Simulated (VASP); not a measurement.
Input of a VASP 6.6.1 run:

INCAR

```
  ALGO = Normal
  EDIFF = 1E-6
  ENCUT = 520
  GGA = PE
  ISIF = 2
  ISMEAR = -1
  IVDW = 12
  LASPH = T
  LCHARG = F
  LREAL = Auto
  LWAVE = F
  NBANDS = 45
  NELM = 60
  PREC = Accurate
  SIGMA = 0.02
```

File KPOINTS:

```
k-points
0
Gamma
  1 1 1
```

Contents of POSCAR:

```
H15NO6
1.0
    5.8196320000      0.0000000000      0.0000000000
    0.0000000000      5.8196320000      0.0000000000
    0.0000000000      0.0000000000      5.8196320000
O H N
6 15 1
Direct
    1.1278376365      0.6563645261      0.8582329604
   -0.1203512525      0.1538069761      0.7743616779
    0.6518968897      0.8652093466      0.0812938000
    0.6275654543      0.1581027804      0.4029292574
    0.4923850855      0.4248550424      1.0208721101
    0.4627955857      0.6706781460      0.5096542187
    1.1227170378      0.7698596750      1.0009395783
    0.9783780143      0.5640562840      0.8400015671
   -0.2028822441      0.1845821179      0.6193690598
    0.0148119331      0.0714134502      0.7387065024
    0.7254582420      0.9473451242     -0.0533367058
    0.6001066734      0.7036183731      0.0625469102
    0.5942471964      0.2895200246      0.3122018712
    0.6521890044      0.0324934635      0.2870800078
    0.3416023556      0.4814909259      0.9667793427
    0.5695892799      0.3241442071      0.9057789221
    0.5457389746      0.7957719663      0.5716340827
    0.3179926153      0.6709187110      0.6095058932
    0.0084025932     -0.0104473960      0.2755672524
    0.2804644692     -0.0939750142      0.2820109588
    0.1849601487      0.0982708185      0.0882186365
    0.1476725676     -0.0494532988      0.1773308003
```

Potentials or basis: VASP PAW PBE potentials, release 64 (O, H, N).

Launch:

```bash
$ cat potpaw_PBE.64/O/POTCAR potpaw_PBE.64/H/POTCAR potpaw_PBE.64/N/POTCAR > POTCAR
$ mpirun -np 1 vasp_gam > vasp.out
```

What does it give for the dispersion energy per atom?

-0.039 eV.

Estimate the band gap on the k mesh.

4.47 eV.

What does it give for the largest force?

2.474 eV/Å.

Forces in eV/Å, atoms in the order of the input:
```
O   -1.540 -1.704 -0.918
O   -1.815  1.191 -0.265
O    0.470  0.504 -0.691
O    0.764 -0.823  1.290
O    0.961 -0.827 -0.051
O   -2.125 -1.000  0.273
H   -0.372  0.203  0.193
H    1.827  1.146  0.392
H    0.233 -0.490  0.431
H    1.259 -0.838 -0.357
H   -0.397 -0.979  0.601
H    0.321  0.237 -0.414
H   -0.553  1.369 -0.757
H   -0.290 -0.191 -0.129
H   -0.241  0.072 -0.625
H   -0.762  0.861  0.524
H    0.852  1.194  0.495
H    1.114 -0.215 -0.486
H   -0.035 -0.162 -0.043
H    0.237  0.121  0.081
H    0.291 -0.175  0.412
N   -0.197  0.505  0.046
```

Caveat: the k points lie up to 1.08 Å⁻¹ apart.
